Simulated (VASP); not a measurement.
# GaN (P6_3mc) in VASP: further runs

Runs on GaN. Level: r2SCAN. Tasks: single point.

All numbers are computed with VASP 6.6.1; they aren't measurements. Logs are shortened: lines on timing, memory, paths and dates and some standing lists are left out, and cuts for length are marked.

## 1. The cell of the first run

It takes space group P6_3mc (No. 186, hexagonal). Conventional cell: a = 3.183 Å, b = 3.183 Å, c = 5.184 Å, α = 90.00°, β = 90.00°, γ = 120.00°. Ga (site symmetry 3m) has 4 N at 1.95 Å within 2.6 Å. N (site symmetry 3m) has 4 Ga at 1.95 Å within 2.6 Å.

## 2. Single point, r2SCAN

Input file POSCAR:

```
GaN
1.0
    3.1831494095      0.0000000000      0.0000000000
   -1.5915747048      2.7566882526      0.0000000000
    0.0000000000      0.0000000000      5.1836254585
Ga N
2 2
Direct
    0.3333333333      0.6666666667     -0.0008868077
    0.6666666667      0.3333333333      0.4991131923
    0.3333333333      0.6666666667      0.3758868077
    0.6666666667      0.3333333333      0.8758868077
```

Input file INCAR.step1:

```
PREC = Accurate
ENCUT = 520
ISMEAR = 0
SIGMA = 0.01
LREAL = F
LASPH = T
NELM = 60
NBANDS = 26
GGA = PE
ALGO = Normal
EDIFF = 1E-4
LWAVE = T
LCHARG = F
```

Input file INCAR.step2:

```
PREC = Accurate
ENCUT = 520
EDIFF = 1E-6
ISMEAR = 0
SIGMA = 0.01
LREAL = F
LASPH = T
NELM = 60
ALGO = Normal
ISIF = 2
LWAVE = F
LCHARG = T
METAGGA = R2SCAN
LMIXTAU = T
LELF = T
LVHAR = T
NBANDS = 26
ISTART = 1
```

Input file KPOINTS:

```
regular mesh
0
Gamma
  12 12 6
```

Potentials or basis: VASP PAW PBE potentials, release 64 (Ga_d, N).

The run is started by

```console
$ cat potpaw_PBE.64/Ga_d/POTCAR potpaw_PBE.64/N/POTCAR > POTCAR
$ cp INCAR.step1 INCAR
$ mpirun -np 1 vasp_std > vasp.out
$ cp INCAR.step2 INCAR
$ mpirun -np 1 vasp_std > vasp.out
```

OUTCAR:

```text
PREC = Accurate
   ENCUT = 520
   EDIFF = 1E-6
   ISMEAR = 0
   LREAL = F
   LASPH = T
   NELM = 60
   ISIF = 2
   METAGGA = R2SCAN
   ISTART = 1

 ion  position               nearest neighbor table
   1  0.333  0.667  0.999-   4 1.95   4 1.95   4 1.95   3 1.95
   2  0.667  0.333  0.499-   3 1.95   3 1.95   3 1.95   4 1.95
   3  0.333  0.667  0.376-   2 1.95   2 1.95   2 1.95   1 1.95
   4  0.667  0.333  0.876-   1 1.95   1 1.95   1 1.95   2 1.95

  LATTYP: Found a hexagonal cell.
 ALAT       =     3.1831494095
 C/A-ratio  =     1.6284581060

  Lattice vectors:

 A1 = (   3.1831494095,   0.0000000000,   0.0000000000)
 A2 = (  -1.5915747048,   2.7566882526,   0.0000000000)
 A3 = (   0.0000000000,   0.0000000000,   5.1836254585)

Analysis of symmetry for initial positions (statically):
=====================================================================
 Subroutine PRICEL returns:
 Original cell was already a primitive cell.

 Routine SETGRP: Setting up the symmetry group for a
 hexagonal supercell.

 Subroutine GETGRP returns: Found 12 space group operations
 (whereof  6 operations were pure point group operations)
 out of a pool of 24 trial point group operations.

The static configuration has the point symmetry C_3v.
 The point group associated with its full space group is C_6v.

Analysis of symmetry for dynamics (positions and initial velocities):
=====================================================================
 Subroutine PRICEL returns:
 Original cell was already a primitive cell.

 Routine SETGRP: Setting up the symmetry group for a
 hexagonal supercell.

 Subroutine GETGRP returns: Found 12 space group operations
 (whereof  6 operations were pure point group operations)
 out of a pool of 24 trial point group operations.

The dynamic configuration has the point symmetry C_3v.
 The point group associated with its full space group is C_6v.

 Subroutine INISYM returns: Found 12 space group operations
 (whereof  6 operations are pure point group operations),
 and found     1 'primitive' translations

----------------------------------------------------------------------------------------

                                     Primitive cell

  volume of cell :      45.4861

  direct lattice vectors                    reciprocal lattice vectors
     3.183149409  0.000000000  0.000000000     0.314154277  0.181377056  0.000000000
    -1.591574705  2.756688253  0.000000000     0.000000000  0.362754112  0.000000000
     0.000000000  0.000000000  5.183625458     0.000000000  0.000000000  0.192915173

  length of vectors
     3.183149409  3.183149409  5.183625458     0.362754112  0.362754112  0.192915173

  position of ions in fractional coordinates (direct lattice)
     0.333333333  0.666666667  0.999113192
     0.666666667  0.333333333  0.499113192
     0.333333333  0.666666667  0.375886808
     0.666666667  0.333333333  0.875886808

  ion indices of the primitive-cell ions
   primitive index   ion index
                 1           1
                 2           2
                 3           3
                 4           4

----------------------------------------------------------------------------------------

 KPOINTS: regular mesh

Automatic generation of k-mesh.
 Grid dimensions read from file:
 generate k-points for:   12   12    6

 Generating k-lattice:

  Cartesian coordinates                     Fractional coordinates (reciprocal lattice)
     0.026179523  0.015114755  0.000000000     0.083333333  0.000000000  0.000000000
     0.000000000  0.030229509  0.000000000     0.000000000  0.083333333  0.000000000
     0.000000000  0.000000000  0.032152529     0.000000000  0.000000000  0.166666667

  Length of vectors
     0.030229509  0.030229509  0.032152529

  Shift w.r.t. Gamma in fractional coordinates (k-lattice)
     0.000000000  0.000000000  0.000000000

 Subroutine IBZKPT returns following result:
 ===========================================

 Found     76 irreducible k-points:

 Following reciprocal coordinates:
            Coordinates               Weight
  0.000000  0.000000  0.000000      1.000000
  0.083333  0.000000  0.000000      6.000000
  0.166667  0.000000  0.000000      6.000000
  0.250000  0.000000  0.000000      6.000000
  0.333333  0.000000  0.000000      6.000000
  0.416667 -0.000000  0.000000      6.000000
[... 16 lines left out ...]
  0.250000  0.000000  0.166667     12.000000
  0.333333  0.000000  0.166667     12.000000
 [... further k-points ...]
   k-points           NKPTS =     76   k-points in BZ     NKDIM =     76   number of bands    NBANDS=     26
   number of dos      NEDOS =    301   number of ions     NIONS =      4
   total plane-waves  NPLWV =  23040
   dimension x,y,z NGX =    24 NGY =   24 NGZ =   40
   dimension x,y,z NGXF=    48 NGYF=   48 NGZF=   80
   ions per type =               2   2
   NGX,Y,Z   is equivalent  to a cutoff of  12.53, 12.53, 12.83 a.u.
   NGXF,Y,Z  is equivalent  to a cutoff of  25.07, 25.07, 25.66 a.u.
 SYSTEM =  unknown system
   PREC   = accura    normal or accurate (medium, high low for compatibility)
   ISTART =      1    job   : 0-new  1-cont  2-samecut
   ICHARG =      0    charge: 1-file 2-atom 10-const
   ISPIN  =      1    spin polarized calculation?
   LNONCOLLINEAR =      F non collinear calculations
   LSORBIT =      F    spin-orbit coupling
   LASPH  =      T    aspherical Exc in radial PAW
   ENCUT  =  520.0 eV  38.22 Ry    6.18 a.u.   5.92  5.92  9.64*2*pi/ulx,y,z
   NELM   =     60;   NELMIN=  2; NELMDL=  0     # of ELM steps
   EDIFF  = 0.1E-05   stopping-criterion for ELM
   LREAL  =      F    real-space projection
   EDIFFG = 0.1E-04   stopping-criterion for IOM
   NSW    =      0    number of steps for IOM
   IBRION =     -1    ionic relax: 0-MD 1-quasi-New 2-CG
   NFREE  =      0    steps in history (QN), initial steepest desc. (CG)
   ISIF   =      2    stress and relaxation
   ISYM   =      2    0-nonsym 1-usesym 2-fastsym
   POTIM  = 0.5000    time-step for ionic-motion
   TEBEG  =    0.0;   TEEND  =   0.0 temperature during run
   PSTRESS=    0.0 pullay stress
   NELECT =      36.0000    total number of electrons
   NUPDOWN=      -1.0000    fix difference up-down
   EMIN   =  10.00;   EMAX   =-10.00  energy-range for DOS
   EFERMI =   0.00;   METHOD = LEGACY
   ISMEAR =     0;   SIGMA  =   0.01  broadening in eV -4-tet -1-fermi 0-gaus
   EFERMI_NEDOS =   21; number of points for ismear=-14 and -15
   IALGO  =     38    algorithm
   IMIX   =      4    mixing-type and parameters
     AMIX     =   0.40;   BMIX     =  1.00
     AMIX_MAG =   1.60;   BMIX_MAG =  1.00
  volume/ion in A,a.u.               =      11.37        76.74
  Fermi-wavevector in a.u.,A,eV,Ry     =   1.514315  2.861640 31.200200  2.293150
  Thomas-Fermi vector in A             =   2.623989
   LORBIT       =      0    0 simple, 1 ext, 2 COOP (PROOUT), +10 PAW based schemes
   METAGGA = R2SCAN    functional components
   LHFCALC =     F    Hartree Fock is set to
   AEXX    =    0.0000 exact exchange contribution
   IVDW    =     0    specifies the selected vdW correction
   LEPSILON=     F    determine dielectric tensor
   LRPA    =     F    only Hartree local field effects (RPA)
 non-spin polarized calculation
 Gauss-broadening in eV      SIGMA  =   0.01
  energy-cutoff  :      520.00
  volume of cell :       45.49
 maximum number of plane-waves:      1248
 NGX is ok and might be reduce to    24
   NGX = 11   NGY = 11   NGZ = 19

 number of electron      35.9999993 magnetization

 Free energy of the ion-electron system (eV)
  ---------------------------------------------------
  ext. energy  EPLUGINS =         0.00000000
  ---------------------------------------------------
  free energy    TOTEN  =       -43.82089667 eV

  energy without entropy =      -43.82089667  energy(sigma->0) =      -43.82089667

 E-fermi :   5.1700     XC(G=0): -12.6636

 val. band max:        5.1012418349   @ k =   0.0000   0.0000   0.0000
 cond. band min:       7.4447587454   @ k =   0.0000   0.0000   0.0000
 fundamental gap:      2.3435169105
 Fermi energy:         5.1700294128

 k-point     1 :       0.0000    0.0000    0.0000
  band No.  band energies     occupation
      1     -11.7109      2.00000
      2     -10.7045      2.00000
      3      -8.7273      2.00000
      4      -8.7114      2.00000
      5      -8.7114      2.00000
      6      -8.6429      2.00000
[... 18 lines left out ...]
     25      17.5886      0.00000
     26      17.5887      0.00000

 k-point     2 :       0.0833    0.0000    0.0000
  band No.  band energies     occupation
      1     -11.6415      2.00000
      2     -10.6840      2.00000
      3      -8.7209      2.00000
      4      -8.7009      2.00000
      5      -8.6879      2.00000
      6      -8.6344      2.00000
[... 18 lines left out ...]
     25      17.2305      0.00000
     26      17.7548      0.00000

 k-point     3 :       0.1667    0.0000    0.0000
  band No.  band energies     occupation
      1     -11.4508      2.00000
      2     -10.6328      2.00000
      3      -8.6956      2.00000
      4      -8.6747      2.00000
      5      -8.6264      2.00000
      6      -8.5954      2.00000
[... 18 lines left out ...]
     25      17.2590      0.00000
     26      18.1399      0.00000

 k-point     4 :       0.2500    0.0000    0.0000
  band No.  band energies     occupation
      1     -11.1921      2.00000
      2     -10.5741      2.00000
      3      -8.6679      2.00000
      4      -8.6475      2.00000
      5      -8.5747      2.00000
      6      -8.5362      2.00000
[... 18 lines left out ...]
     25      17.2872      0.00000
     26      18.6653      0.00000
[... 496 lines left out ...]
      1     -11.3792      2.00000
      2     -10.6638      2.00000
      3      -8.6904      2.00000
      4      -8.6707      2.00000
      5      -8.6262      2.00000
      6      -8.5968      2.00000
[... 18 lines left out ...]
     25      16.8675      0.00000
     26      17.9169      0.00000

 k-point    23 :       0.2500    0.0000    0.1667
  band No.  band energies     occupation
      1     -11.1331      2.00000
      2     -10.5945      2.00000
      3      -8.6670      2.00000
      4      -8.6406      2.00000
      5      -8.5871      2.00000
      6      -8.5441      2.00000
[... 18 lines left out ...]
     25      16.9944      0.00000
     26      18.4906      0.00000

 k-point    24 :       0.3333    0.0000    0.1667
  band No.  band energies     occupation
      1     -10.9010      2.00000
      2     -10.5403      2.00000
      3      -8.6548      2.00000
      4      -8.6214      2.00000
      5      -8.5546      2.00000
      6      -8.4936      2.00000
[... 18 lines left out ...]
     25      17.2382      0.00000
     26      19.0498      0.00000

 [... further k-points ...]
[... 5 lines left out ...]
  --------------------------------------------------------------------------------------
  -------------------------------------------------------------------------------------
  Total        0.3154278      0.3154278      0.2815067     -0.0000000      0.0000000      0.0000000
  in kB       11.1104667     11.1104667      9.9156453     -0.0000000      0.0000000      0.0000000
  external PRESSURE =      10.7121929 kB  Pullay stress =       0.0000000 kB

 VOLUME and BASIS-vectors are now :
 -----------------------------------------------------------------------------
  energy-cutoff  :      520.00
  volume of cell :       45.49
      direct lattice vectors                 reciprocal lattice vectors
     3.183149409  0.000000000  0.000000000     0.314154277  0.181377056  0.000000000
    -1.591574705  2.756688253  0.000000000     0.000000000  0.362754112  0.000000000
     0.000000000  0.000000000  5.183625458     0.000000000  0.000000000  0.192915173

 POSITION                                       TOTAL-FORCE (eV/Angst)
 -----------------------------------------------------------------------------------
     -0.00000      1.83779      5.17903         0.000000     -0.000000      0.004834
      1.59157      0.91890      2.58722        -0.000000      0.000000      0.004834
     -0.00000      1.83779      1.94846         0.000000     -0.000000     -0.004834
      1.59157      0.91890      4.54027         0.000000     -0.000000     -0.004834
 -----------------------------------------------------------------------------------
    total drift:                                0.000002      0.000004      0.034538

  FREE ENERGIE OF THE ION-ELECTRON SYSTEM (eV)
  ---------------------------------------------------
  free  energy   TOTEN  =       -43.8208966750 eV

  energy  without entropy=      -43.8208966750  energy(sigma->0) =      -43.82089667
```

Wall time 3.2 min (1 thread of Intel Xeon 6975P-C (Granite Rapids), shared host); peak memory 0.21 GiB.

Results:

```yaml
Free_energy: -43.8209 eV
Pressure: 1.1 GPa
Largest_force: 0.005 eV/Å
Band_gap_on_the_k_mesh: 2.34 eV, direct
```

Forces on the atoms (eV/Å):
```
Ga   0.000  0.000  0.005
Ga   0.000  0.000  0.005
N    0.000  0.000 -0.005
N    0.000  0.000 -0.005
```

Caveat: the PAW data sets were made with another functional, which shifts forces and pressure a little.

## 3. Single point, r2SCAN (epitaxial xy strain +1.5%)

Input file POSCAR:

```
GaN
1.0
    3.2308966506      0.0000000000      0.0000000000
   -1.6154483253      2.7980385764      0.0000000000
    0.0000000000      0.0000000000      5.1468937940
Ga N
2 2
Direct
    0.3333333333      0.6666666667     -0.0026396724
    0.6666666667      0.3333333333      0.4973603276
    0.3333333333      0.6666666667      0.3776396724
    0.6666666667      0.3333333333      0.8776396724
```

Input file INCAR.step1:

```
SYSTEM = GaN
ALGO = Normal ; EDIFF = 1E-4
ENCUT = 520 ; GGA = PE
ISMEAR = 0 ; LASPH = .TRUE.
LCHARG = .FALSE. ; LREAL = .FALSE.
LWAVE = .TRUE. ; NBANDS = 26
NELM = 60 ; PREC = Accurate
SIGMA = 0.01
```

Input file INCAR.step2:

```
SYSTEM = GaN
ALGO = Normal ; EDIFF = 1E-6
ENCUT = 520 ; ISIF = 2
ISMEAR = 0 ; ISTART = 1
LASPH = .TRUE. ; LCHARG = .FALSE.
LMIXTAU = .TRUE. ; LREAL = .FALSE.
LWAVE = .FALSE. ; METAGGA = R2SCAN
NBANDS = 26 ; NELM = 60
PREC = Accurate ; SIGMA = 0.01
```

Input file KPOINTS:

```
k-points
0
G
  12 12 6
  0 0 0
```

Potentials or basis: VASP PAW PBE potentials, release 64 (Ga_d, N).

The run is started by

```console
$ cat potpaw_PBE.64/Ga_d/POTCAR potpaw_PBE.64/N/POTCAR > POTCAR
$ cp INCAR.step1 INCAR
$ mpirun -np 1 vasp_std > vasp.out
$ cp INCAR.step2 INCAR
$ mpirun -np 1 vasp_std > vasp.out
```

It took 3.2 min on 1 thread of Intel Xeon 6975P-C (Granite Rapids), shared host; peak memory 0.21 GiB.

It converged, with:

| Item | Value |
| --- | --- |
| Free energy | -43.8013 eV |
| Pressure | -3.3 GPa |
| Largest force | 0.014 eV/Å |
| Band gap on the k mesh | 2.16 eV, direct |

Forces in eV/Å, atoms in the order of the input:
```
Ga   0.000  0.000 -0.014
Ga   0.000  0.000 -0.014
N    0.000  0.000  0.014
N    0.000  0.000  0.014
```

Stress tensor (GPa, compression positive):
```
-5.38  0.00  0.00
 0.00 -5.38  0.00
 0.00  0.00  0.90
```

Levels at points of the mesh, in eV from the valence-band top:
```
           k point  band 16  band 17  band 18  band 19  band 20  band 21
(0.00, 0.00, 0.00)    -0.09    -0.09     0.00     2.16     4.37     9.94
(0.50, 0.00, 0.00)    -2.90    -2.18    -1.06     5.30     5.94     6.61
(0.00, 0.00, 0.50)    -0.65    -0.65    -0.65     4.49     4.49     9.09
(0.50, 0.00, 0.50)    -2.06    -1.84    -1.84     4.82     4.82     8.24
```

Caveat: the cell differs from its parent crystal (epitaxial xy strain +1.5%); the PAW data sets were made with another functional, which shifts forces and pressure a little.

(Part 1 of 2 ends here.)
